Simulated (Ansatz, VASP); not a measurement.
**Two plane-wave programs on GaN**

Contents of POSCAR:

```
GaN
1.0
    0.0000000000      2.3661756379      2.3661756379
    2.3661756379      0.0000000000      2.3661756379
    2.3661756379      2.3661756379      0.0000000000
Ga N
1 1
Direct
    0.0000000000      0.0000000000      0.0000000000
    0.7500000000      0.7500000000      0.7500000000
```

File INCAR.step1:

```
  PREC = Accurate
  ENCUT = 520
  ISMEAR = 0
  SIGMA = 0.05
  LREAL = F
  LASPH = T
  NELM = 100
  NBANDS = 16
  GGA = PE
  ALGO = Normal
  EDIFF = 1E-4
  LWAVE = T
  LCHARG = F
```

Contents of INCAR.step2:

```
  PREC = Accurate
  ENCUT = 520
  EDIFF = 1E-6
  ISMEAR = 0
  SIGMA = 0.05
  LREAL = F
  LASPH = T
  NELM = 100
  ALGO = Normal
  ISIF = 2
  LWAVE = F
  LCHARG = F
  METAGGA = R2SCAN
  LMIXTAU = T
  NBANDS = 16
  ISTART = 1
```

Contents of KPOINTS:

```
Automatic mesh
0
Gamma
  10 10 10
```

Input for Ansatz:

```yaml
crystal:
  lattice:
    - [0.0, 2.3661756379, 2.3661756379]
    - [2.3661756379, 0.0, 2.3661756379]
    - [2.3661756379, 2.3661756379, 0.0]
  atoms:
    - { symbol: Ga, position: [0.0, 0.0, 0.0] }
    - { symbol: "N", position: [0.75, 0.75, 0.75] }
basis:
  ecutwfc: 500
kpoints:
  mp_grid: { grid: [10, 10, 10] }
hamiltonian:
  xc: r2scan
scf:
  occupations: { method: gaussian, width: 0.05 }
output:
  forces: true
  stress: true
  eigenvalues: true
```

Change from the starting cell: strain +0.050 along x and y, +0.050 along z, atoms carried along.

Alike in both runs: task single point; functional r2SCAN; k mesh 10 × 10 × 10; occupations gaussian, width 0.05 eV; no spin polarisation.

|  | VASP | Ansatz |
| --- | --- | --- |
| version | VASP 6.6.1 | Ansatz 0.2.0 |
| potentials or method | VASP PAW PBE potentials, release 64 (Ga_d, N), cutoff 520 eV | scalar-relativistic, plane waves, PAW |
| valence electrons in the cell | 18 | 18 |

VASP gave:

| Item | Value |
| --- | --- |
| gap on the k mesh at the Fermi level (eV) | 1.15 |
| least direct gap on the mesh (eV) | 1.15 |
| pressure (GPa) | -20.8 |

Problem. Estimate Ansatz's values.

Solution. gap on the k mesh at the Fermi level (eV): 1.15; least direct gap on the mesh (eV): 1.15; pressure (GPa): -21.4.

VASP's potentials were made for PBE, not for r2SCAN.
